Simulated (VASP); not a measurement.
Here is a VASP 6.6.1 calculation.

Contents of INCAR:

```
SYSTEM = ZnS
ALGO = Normal
EDIFF = 1E-6
ENCUT = 520
GGA = CA
ISIF = 2
ISMEAR = 0
LASPH = .TRUE.
LCHARG = .TRUE.
LELF = .TRUE.
LREAL = .FALSE.
LVHAR = .TRUE.
LWAVE = .FALSE.
NBANDS = 26
NELM = 60
PREC = Accurate
SIGMA = 0.05
```

KPOINTS

```
k-points
0
G
  12 12 6
  0 0 0
```

Contents of POSCAR:

```
ZnS
1.0
    3.8109987816      0.0000000000      0.0000000000
   -1.9054993908      3.3004217586      0.0000000000
    0.0000000000      0.0000000000      6.2340000000
Zn S
2 2
Direct
    0.2021341311      0.6666666667      0.0000000000
    0.5354674644      0.3333333333      0.5000000000
    0.3333333333      0.6666666667      0.3850000000
    0.6666666667      0.3333333333      0.8850000000
```

Potentials or basis: VASP PAW LDA potentials, release 64 (Zn, S).

Launch:

```sh
$ cat potpaw_LDA.64/Zn/POTCAR potpaw_LDA.64/S/POTCAR > POTCAR
$ mpirun -np 1 vasp_std > vasp.out
```

Problem. Estimate the band gap on the k mesh.

Solution. 1.97 eV.

Problem. Predict the pressure.

Solution. 7.1 GPa.

Problem. Estimate the largest force.

Solution. 5.918 eV/Å.

Stress tensor (GPa, compression positive):
```
15.42  0.00 10.44
 0.00  6.66  0.00
10.44  0.00 -0.90
```

Caveat: the cell differs from its parent crystal (all Zn atoms moved -0.500 Å, as atom 1 along Cartesian [1 0 0]); the cell stands under pressure; forces of over 1 eV/Å act on the atoms, so gaps and moduli don't describe the material at rest. A k mesh can miss the band edges.
